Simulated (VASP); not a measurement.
Input of a VASP 6.6.1 run:

File INCAR:

```
ALGO = Normal
EDIFF = 1E-6
ENCUT = 520
GGA = PE
ISIF = 2
ISMEAR = 0
LASPH = True
LCHARG = False
LREAL = False
LWAVE = False
NBANDS = 8
NELM = 80
PREC = Accurate
SIGMA = 0.05
```

The input KPOINTS:

```
k-points
0
Gamma
  10 10 10
```

Contents of POSCAR:

```
H
1.0
   -1.6995416285      1.6995416285      2.7224232203
    1.6995416285     -1.6995416285      2.7224232203
    1.6995416285      1.6995416285     -2.7224232203
H
2
Direct
    0.9178910720      0.9178910720      0.0000000000
    0.0821089280      0.0821089280      0.0000000000
```

Potentials or basis: VASP PAW PBE potentials, release 64 (H).

Run with:

```console
$ cat potpaw_PBE.64/H/POTCAR > POTCAR
$ mpirun -np 1 vasp_std > vasp.out
```

Task: Estimate the pressure.

Result: -4.9 GPa.

Task: Predict the largest force.

Result: 3.217 eV/Å.

Forces on the atoms (eV/Å):
```
H    0.000  0.000  3.217
H    0.000  0.000 -3.217
```

Caveat: forces of over 1 eV/Å act on the atoms, so gaps and moduli don't describe the material at rest.
